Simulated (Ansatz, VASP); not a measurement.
**One calculation of Sc2B5F, two programs**

```xyz
8
Lattice="5.1505 0.0000 0.0000 0.0000 5.1505 0.0000 0.0000 0.0000 3.5529" Properties=species:S:1:pos:R:3 pbc="T T T"
Sc    0.0000    2.5753    1.7765
Sc    2.5753    0.0000    1.7765
B     0.0000    0.0000    1.7765
B     3.3930    3.3930    0.0000
B     1.7575    3.3930    0.0000
B     1.7575    1.7575    0.0000
B     3.3930    1.7575    0.0000
F     0.0000    0.0000    0.0000
```

Change from the starting cell: species swapped into the Rb2MnF5 type (P4/mmm, No. 123).

Alike in both runs: functional PBE; k mesh 4 × 4 × 6; occupations gaussian, width 0.1 eV; no spin polarisation.

Ansatz relaxed the structure, and its values are those at the end. VASP's run is a single point on that final structure, the one shown.

|  | VASP | Ansatz |
| --- | --- | --- |
| version | VASP 6.6.1 | Ansatz 0.2.0 |
| potentials or method | VASP PAW PBE potentials, release 64 (Sc_sv, B, F), cutoff 520 eV | scalar-relativistic, plane waves, PAW |
| valence electrons in the cell | 44 | 44 |

```csv
,VASP,Ansatz,Ansatz less VASP
gap on the k mesh at the Fermi level (eV),none,none,-
pressure (GPa),0.0,-0.1,-0.06
rms of the force components (eV/Å),0.004,0.001,-0.0039
```

A gap of «none» marks a metal or a gap that the smearing closes.
